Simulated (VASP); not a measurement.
Crystal: BaTiO3.

```
Ba Ti O
1.0
     3.99038    0.00000    0.00000
     0.00000    3.99038    0.00000
     0.00000    0.00000    4.10266
Ba Ti O
1 1 3
Direct
  0.50000 0.50000 0.58254
  0.00000 0.00000 0.10004
  0.00000 0.50000 0.06422
  0.50000 0.00000 0.06422
  0.00000 0.00000 0.54897
```

```yaml
Program: VASP 6.6.1
Task: relaxation of cell and atoms
Functional: PBE
Potentials_or_basis: VASP PAW PBE potentials, release 64 (Ba_sv, Ti_sv, O)
Cutoff: 600 eV
k_mesh: 8 × 8 × 8
Occupations: gaussian, width 0.02 eV
Spin: no spin polarisation
```

At the start: pressure 2.9 GPa; volume 13.07 Å³/atom.

Q: How do energy, volume and symmetry change on relaxing?

A: Over 26 steps the energy falls by 3.9 meV/atom and the volume is 13.48 Å³/atom (+3.2 %); space group P4mm (No. 99, to 0.05 Å).

The path:
| step | energy change (eV) | largest force (eV/Å) | pressure (GPa) | volume (Å³) |
| --- | --- | --- | --- | --- |
| 1 | 0.0000 | 0.0546 | 2.94 | 65.33 |
| 2 | -0.0028 | 0.3534 | -2.43 | 67.62 |
| 3 | -0.0110 | 0.1909 | -0.05 | 66.54 |
| 4 | -0.0134 | 0.0816 | 0.00 | 66.69 |
| 5 | -0.0140 | 0.0609 | 0.05 | 66.81 |
| 6 | -0.0158 | 0.0646 | -0.02 | 66.95 |
| 7 | -0.0186 | 0.0806 | -0.13 | 67.34 |
| 8 | -0.0188 | 0.0862 | -0.15 | 67.45 |
| 9 | -0.0193 | 0.0409 | 0.05 | 67.29 |
| 10 | -0.0193 | 0.0452 | 0.04 | 67.31 |
| 11 | -0.0195 | 0.0170 | 0.10 | 67.29 |
| 12 | -0.0196 | 0.0165 | 0.13 | 67.29 |
| 13 | -0.0195 | 0.0310 | -0.21 | 67.43 |
| 14 | -0.0196 | 0.0146 | -0.02 | 67.35 |
| 15 | -0.0196 | 0.0060 | 0.00 | 67.35 |
| 16 | -0.0196 | 0.0106 | 0.02 | 67.36 |
| 17 | -0.0197 | 0.0142 | 0.02 | 67.38 |
| 18 | -0.0196 | 0.0233 | -0.06 | 67.45 |
| 19 | -0.0197 | 0.0203 | -0.07 | 67.43 |
| 20 | -0.0197 | 0.0169 | -0.05 | 67.41 |
| 21 | -0.0197 | 0.0162 | -0.01 | 67.39 |
| 22 | -0.0197 | 0.0097 | 0.03 | 67.40 |
| 23 | -0.0197 | 0.0073 | 0.01 | 67.40 |
| 24 | -0.0197 | 0.0070 | 0.02 | 67.40 |
| 25 | -0.0197 | 0.0069 | 0.02 | 67.40 |
| 26 | -0.0197 | 0.0033 | 0.01 | 67.42 |

Final structure:
```
CELL_PARAMETERS angstrom
3.99620 0.00000 0.00000
0.00000 3.99620 0.00000
0.00000 0.00000 4.22156
ATOMIC_POSITIONS crystal
Ba 0.50000 0.50000 0.59004
Ti 0.00000 0.00000 0.10879
O 0.00000 0.50000 0.06111
O 0.50000 0.00000 0.06111
O 0.00000 0.00000 0.53894
```
